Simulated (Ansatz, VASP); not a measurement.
## TaN in VASP and in Ansatz

```xyz
2
Lattice="0.0000 2.1738 2.1738 2.1738 0.0000 2.1738 2.1738 2.1738 0.0000" Properties=species:S:1:pos:R:3 pbc="T T T"
Ta    2.1738    2.1738    2.1738
N     0.0000    0.0000    0.0000
```

Alike in both runs: functional LDA; k mesh 16 × 16 × 16; occupations gaussian, width 0.1 eV; no spin polarisation.

Ansatz relaxed the structure, and its values are those at the end. VASP's run is a single point on that final structure, the one shown.

|  | VASP | Ansatz |
| --- | --- | --- |
| version | VASP 6.6.1 | Ansatz 0.2.0 |
| potentials or method | VASP PAW LDA potentials, release 64 (Ta_sv_GW, N), cutoff 700 eV | scalar-relativistic, plane waves, PAW |
| valence electrons in the cell | 18 | 18 |

|  | VASP | Ansatz | Ansatz less VASP |
| --- | --- | --- | --- |
| gap on the k mesh at the Fermi level (eV) | none | none | - |
| pressure (GPa) | 1.3 | 0.0 | -1.32 |

Ansatz warns that its potentials were made for another functional, while VASP's fit it. LDA's correlation is that of Perdew and Zunger in VASP and of Perdew and Wang (1992) in Ansatz. A gap of «none» marks a metal or a gap that the smearing closes.

Spin-orbit coupling is off throughout.
